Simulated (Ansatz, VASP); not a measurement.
# Two plane-wave programs on BaHCl

INCAR

```
ALGO = Normal
EDIFF = 1E-7
EDIFFG = -0.005
ENCUT = 600
GGA = CA
IBRION = 2
ISIF = 3
ISMEAR = 0
LASPH = T
LCHARG = F
LREAL = F
LWAVE = F
NELM = 100
NSW = 100
PREC = Accurate
SIGMA = 0.02
```

File KPOINTS:

```
k-points
0
Gamma
  6 6 4
```

POSCAR

```
BaHCl
1.0
    4.2870131540      0.0000000000      0.0000000000
    0.0000000000      4.2870131540      0.0000000000
    0.0000000000      0.0000000000      6.9569714100
Ba H Cl
2 2 2
Direct
    0.0000000000      0.5000000000      0.2095357143
    0.5000000000      0.0000000000      0.7904642857
    0.0000000000      0.0000000000      0.0000000000
    0.5000000000      0.5000000000      0.0000000000
    0.0000000000      0.5000000000      0.6582631055
    0.5000000000      0.0000000000      0.3417368945
```

Input for Ansatz:

```yaml
crystal:
  lattice:
    - [4.287013154, 0.0, 0.0]
    - [0.0, 4.287013154, 0.0]
    - [0.0, 0.0, 6.95697141]
  atoms:
    - { symbol: Ba, position: [0.0, 0.5, 0.2095357143] }
    - { symbol: Ba, position: [0.5, 0.0, 0.7904642857] }
    - { symbol: H, position: [0.0, 0.0, 0.0] }
    - { symbol: H, position: [0.5, 0.5, 0.0] }
    - { symbol: Cl, position: [0.0, 0.5, 0.6582631055] }
    - { symbol: Cl, position: [0.5, 0.0, 0.3417368945] }
basis:
  ecutwfc: 420
kpoints:
  mp_grid: { grid: [6, 6, 4] }
hamiltonian:
  xc: lda
scf:
  occupations: { method: gaussian, width: 0.02 }
output:
  forces: true
  stress: true
  eigenvalues: true
relax:
  adjacent_minimum: "off"
  f_tol: 0.005
  max_steps: 80
  cell: { stress_tol: 0.05 }
```

Alike in both runs: task relaxation of cell and atoms; functional LDA; k mesh 6 × 6 × 4; occupations gaussian, width 0.02 eV; no spin polarisation.

```csv
,VASP,Ansatz
version,VASP 6.6.1,Ansatz 0.2.0
potentials or method,"VASP PAW LDA potentials, release 64 (Ba_sv, H, Cl), cutoff 600 eV","scalar-relativistic, plane waves, PAW"
valence electrons in the cell,36,36
```

|  | VASP | Ansatz | Ansatz less VASP |
| --- | --- | --- | --- |
| gap on the k mesh at the Fermi level, each at its own relaxed structure (eV) | 2.79 | 2.72 | -0.071 |
| relaxed volume (Å³/atom) | 21.69 | 21.31 | -0.380 |
| relaxed length of the cell vector where the two differ most in proportion (Å) | 7.027 | 6.957 | -0.0702 |

LDA's correlation is that of Perdew and Zunger in VASP and of Perdew and Wang (1992) in Ansatz.

Neither program's run includes spin-orbit coupling.
